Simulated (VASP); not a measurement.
# TaN (I4mm) in VASP: notebook, part 2 of 2

VASP 6.6.1. Earlier steps stand in the parts before.

### 4 Single point, PBEsol (all Ta atoms moved -0.050 Å, as atom 1 along Cartesian [0 0 1])

Contents of INCAR:

```
SYSTEM = TaN
PREC = Accurate
ENCUT = 700
EDIFF = 1E-6
ISMEAR = 0
SIGMA = 0.15
LREAL = .False.
LASPH = .True.
NELM = 120
ALGO = Normal
ISIF = 2
LWAVE = .False.
LCHARG = .False.
GGA = PS
NBANDS = 16
GGA_COMPAT = .False.
```

Contents of KPOINTS:

```
regular mesh
0
Gamma
  18 18 18
  0 0 0
```

Contents of POSCAR:

```
TaN
1.0
    0.0000000000      2.1790000000      2.1790000000
    2.1790000000      0.0000000000      2.1790000000
    2.1790000000      2.1790000000      0.0000000000
Ta N
1 1
Direct
    0.4885268472      0.4885268472      0.5114731528
    0.0000000000      0.0000000000      0.0000000000
```

Potentials or basis: VASP PAW PBE potentials, release 64 (Ta_sv_GW, N).

Run with:

```
> cat potpaw_PBE.64/Ta_sv_GW/POTCAR potpaw_PBE.64/N/POTCAR > POTCAR
> mpirun -np 1 vasp_std > vasp.out
```

OUTCAR:

```text
SYSTEM = TaN
   PREC = Accurate
   ENCUT = 700
   EDIFF = 1E-6
   ISMEAR = 0
   LREAL = .False.
   LASPH = .True.
   NELM = 120
   ISIF = 2
   GGA = PS

 ion  position               nearest neighbor table
   1  0.489  0.489  0.511-   2 2.13   2 2.18   2 2.18   2 2.18   2 2.18   2 2.23
   2  0.000  0.000  0.000-   1 2.13   1 2.18   1 2.18   1 2.18   1 2.18   1 2.23

  LATTYP: Found a face centered cubic cell.
 ALAT       =     4.3580000000

  Lattice vectors:

 A1 = (   0.0000000000,   2.1790000000,   2.1790000000)
 A2 = (   2.1790000000,   0.0000000000,   2.1790000000)
 A3 = (   2.1790000000,   2.1790000000,   0.0000000000)

Analysis of symmetry for initial positions (statically):
=====================================================================
 Subroutine PRICEL returns:
 Original cell was already a primitive cell.

 Routine SETGRP: Setting up the symmetry group for a
 face centered cubic supercell.

 Subroutine GETGRP returns: Found  8 space group operations
 (whereof  8 operations were pure point group operations)
 out of a pool of 48 trial point group operations.

The static configuration has the point symmetry C_4v.

Analysis of symmetry for dynamics (positions and initial velocities):
=====================================================================
[... 163 lines left out ...]
 Fermi energy:        14.0671562873

 k-point     1 :       0.0000    0.0000    0.0000
  band No.  band energies     occupation
      1     -55.3843      2.00000
      2     -21.5606      2.00000
      3     -21.5584      2.00000
      4     -21.5584      2.00000
      5      -4.9456      2.00000
      6      10.1149      2.00000
[... 433 lines left out ...]
      3     -21.6538      2.00000
      4     -21.6422      2.00000
      5      -2.4031      2.00000
      6       4.3987      2.00000
[... 8 lines left out ...]
     15      26.0134      0.00000
     16      27.9371      0.00000

 [... further k-points ...]

------------------------ aborting loop because EDIFF is reached ----------------------------------------

  FORCE on cell =-STRESS in cart. coord.  units (eV):
  Direction    XX          YY          ZZ          XY          YZ          ZX
  --------------------------------------------------------------------------------------
  -------------------------------------------------------------------------------------
  Total        0.5796441      0.5796441      0.7566494      0.0000000      0.0000000      0.0000000
  in kB       44.8818079     44.8818079     58.5873113      0.0000000      0.0000000      0.0000000
  external PRESSURE =      49.4503091 kB  Pullay stress =       0.0000000 kB

 VOLUME and BASIS-vectors are now :
 -----------------------------------------------------------------------------
  energy-cutoff  :      700.00
  volume of cell :       20.69
      direct lattice vectors                 reciprocal lattice vectors
     0.000000000  2.179000000  2.179000000    -0.229463056  0.229463056  0.229463056
     2.179000000  0.000000000  2.179000000     0.229463056 -0.229463056  0.229463056
     2.179000000  2.179000000  0.000000000     0.229463056  0.229463056 -0.229463056

 POSITION                                       TOTAL-FORCE (eV/Angst)
 -----------------------------------------------------------------------------------
      2.17900      2.17900      2.12900         0.000000      0.000000      0.446249
      0.00000      0.00000      0.00000         0.000000      0.000000     -0.446249
 -----------------------------------------------------------------------------------
    total drift:                                0.000000      0.000000      0.000050

  FREE ENERGIE OF THE ION-ELECTRON SYSTEM (eV)
  ---------------------------------------------------
  free  energy   TOTEN  =       -25.7525559983 eV

  energy  without entropy=      -25.7431867205  energy(sigma->0) =      -25.74787136
```

OSZICAR:

```text
N       E                     dE             d eps       ncg     rms          rms(c)
DAV:   1     0.131601109730E+03    0.13160E+03   -0.13333E+04 15424   0.145E+03
DAV:   2    -0.237084216889E+02   -0.15531E+03   -0.14914E+03 22296   0.375E+02
DAV:   3    -0.295454773859E+02   -0.58371E+01   -0.58263E+01 18128   0.655E+01
DAV:   4    -0.296895886907E+02   -0.14411E+00   -0.14411E+00 22208   0.717E+00
DAV:   5    -0.296928898771E+02   -0.33012E-02   -0.33012E-02 18432   0.785E-01    0.495E+01
DAV:   6    -0.259053809484E+02    0.37875E+01   -0.80676E+00 19184   0.265E+01    0.489E+01
DAV:   7    -0.258025388683E+02    0.10284E+00   -0.44519E-01 16000   0.579E+00    0.243E+01
DAV:   8    -0.257539416041E+02    0.48597E-01   -0.13288E-01 19824   0.301E+00    0.158E+00
DAV:   9    -0.257526533024E+02    0.12883E-02   -0.42213E-03 18112   0.629E-01    0.520E-01
DAV:  10    -0.257525665038E+02    0.86799E-04   -0.13314E-03 16576   0.368E-01    0.115E-01
DAV:  11    -0.257525663612E+02    0.14259E-06   -0.81178E-05 18760   0.936E-02    0.126E-01
DAV:  12    -0.257525557880E+02    0.10573E-04   -0.19251E-05 19224   0.419E-02    0.563E-03
DAV:  13    -0.257525559983E+02   -0.21033E-06   -0.16972E-06 13824   0.102E-02
   1 F= -.25752556E+02 E0= -.25747871E+02  d E =-.936928E-02
```

Run time: 3.5 min. Hardware: 1 thread of Intel Xeon Platinum 8259CL at 2.50GHz (Skylake/Cascade Lake), shared host; peak memory 0.39 GiB.

Results:

- Free energy: -25.7526 eV
- Pressure: 4.9 GPa
- Largest force: 0.446 eV/Å
- Band gap on the k mesh: zero (bands 9 and 10 overlap by 4.10 eV)

Forces on the atoms (eV/Å):
```
Ta   0.000  0.000  0.446
N    0.000  0.000 -0.446
```

Stress tensor (GPa, compression positive):
```
4.49 0.00 0.00
0.00 4.49 0.00
0.00 0.00 5.86
```

Levels at points of the mesh, in eV from the Fermi level:
```csv
k point,band 5,band 6,band 7,band 8,band 9,band 10,band 11,band 12,band 13,band 14
"(0.00, 0.00, 0.00)",-19.01,-3.95,-3.95,-3.93,-2.19,-2.11,-2.11,0.05,0.13,1.76
"(0.50, 0.00, 0.00)",-15.78,-10.62,-7.78,-7.78,1.99,2.01,2.09,3.85,7.80,7.89
"(0.50, 0.50, 0.00)",-17.74,-6.67,-5.68,-4.67,-4.67,2.20,3.73,3.73,4.83,6.90
"(0.00, 0.50, 0.50)",-17.74,-6.68,-5.82,-4.68,-4.52,2.21,3.74,3.74,4.84,7.05
```

Caveat: the cell differs from its parent crystal (all Ta atoms moved -0.050 Å, as atom 1 along Cartesian [0 0 1]); the cell stands under pressure; the PAW data sets were made with another functional, which shifts forces and pressure a little; spin-orbit coupling is left out, which moves the levels of the heavy elements.

### 5 Overview

| cell | gap on the mesh (eV) | pressure (GPa) | largest force (eV/Å) |
| --- | --- | --- | --- |
| as given, atomic positions A | none | 5.9 | 0.82 |
| as given, atomic positions B | none | 4.6 | 0.22 |
| as given, atomic positions C | none | 4.9 | 0.45 |

Alike in all rows: task single point; level PBEsol; potentials or basis VASP PAW PBE potentials, release 64 (Ta_sv_GW, N); no spin polarisation; k mesh 18 × 18 × 18; cutoff (eV) 700; smearing gaussian 0.15 eV.

Caveats: the cell stands under pressure; the PAW data sets were made with another functional, which shifts forces and pressure a little; spin-orbit coupling is left out, which moves the levels of the heavy elements.

Total energies depend on the potentials used, so only differences within one code and one set of settings carry meaning.
